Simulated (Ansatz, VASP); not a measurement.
**One calculation of Au, two programs**

```
Au
1.0
     2.88759    0.00000    0.00000
    -1.44380    2.50073    0.00000
     0.00000    0.00000   18.35770
Au
2
Direct
  0.83333 0.16667 0.43578
  0.16667 0.83333 0.56422
```

Alike in both runs: task single point; functional PBEsol; k mesh 14 × 14 × 1; occupations fermi-dirac, width 0.05 eV; no spin polarisation.

|  | VASP | Ansatz |
| --- | --- | --- |
| version | VASP 6.6.1 | Ansatz 0.2.0 |
| potentials or method | VASP PAW PBE potentials, release 64 (Au), cutoff 400 eV | all-electron LAPW, scalar-relativistic |

Ansatz gave:

| Quantity | Value |
| --- | --- |
| rms of the force components (eV/Å) | 0.124 |

Q: Which values does VASP return?

A: rms of the force components (eV/Å): 0.120.

VASP's potentials were made for PBE, not for PBEsol. Atom by atom the forces differ by 0.004 eV/Å (rms over components). Ansatz ran all-electron here, and VASP with PAW potentials.

Spin-orbit coupling is off throughout.
